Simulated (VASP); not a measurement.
The system is LiF.

```
Li F
1.0
     2.84353    1.64171    3.37152
    -2.84353    1.64171    3.37152
     0.00000   -3.28342    3.37152
Li F
5 5
Direct
  0.16477 0.16477 0.16477
  0.83523 0.83523 0.83523
  0.61218 0.00000 0.38782
  0.38782 0.61218 0.00000
  0.00000 0.38782 0.61218
  0.33523 0.33523 0.33523
  0.11218 0.50000 0.88782
  0.88782 0.11218 0.50000
  0.50000 0.88782 0.11218
  0.66477 0.66477 0.66477
```

The cell was generated, and may not be a known phase.

```yaml
Program: VASP 6.6.1
Task: relaxation of cell and atoms
Functional: PBE
Potentials_or_basis: VASP PAW PBE potentials, release 64 (Li_sv, F)
Cutoff: 600 eV
k_mesh: 6 × 6 × 6
Occupations: gaussian, width 0.1 eV
Spin: no spin polarisation
```

At the start: pressure 17.3 GPa; volume 9.44 Å³/atom.

Problem. Where does the relaxation end?

Solution. Over 13 steps the energy falls by 138.5 meV/atom and the volume is 11.93 Å³/atom (+26.3 %); space group R32 (No. 155, to 0.1 Å) before and after.

Step by step:
```tsv
step	energy change (eV)	largest force (eV/Å)	pressure (GPa)	volume (Å³)
1	0.0000	1.3365	17.26	94.43
2	-1.0510	0.6482	4.42	109.03
3	-1.1330	0.7968	-1.78	122.07
4	-1.1672	0.7683	0.03	117.56
5	-1.2675	0.5522	-0.19	119.01
6	-1.3532	0.1186	-0.48	121.89
7	-1.3532	0.1322	-0.49	121.97
8	-1.3606	0.1284	-0.18	121.02
9	-1.3687	0.1220	0.66	118.57
10	-1.3740	0.0615	0.48	118.71
11	-1.3803	0.0941	0.00	119.10
12	-1.3832	0.0588	-0.03	119.19
13	-1.3846	0.0184	-0.06	119.30
```

Final structure:
```xyz
10
Lattice="3.0920 1.7852 3.6021 -3.0920 1.7852 3.6021 0.0000 -3.5704 3.6021" Properties=species:S:1:pos:R:3 pbc="T T T"
Li    0.0000    0.0000    1.9168
Li    0.0000    0.0000    8.8894
Li   -1.2519    1.4020    7.2042
Li   -0.5882    1.7852    3.6021
Li   -1.2519   -1.4020    3.6021
F     0.0000    0.0000    3.7655
F    -1.2779   -2.2134    5.4031
F     2.5558    0.0000    5.4031
F    -1.2779    2.2134    5.4031
F     0.0000    0.0000    7.0408
```

Caveat: the cutoff is under 1.25 times the usual one of these potentials, so pressure, stress and relaxed cells hold a basis-set (Pulay) error; the volume moved by over 15 % at a fixed basis, so the end points are rough.
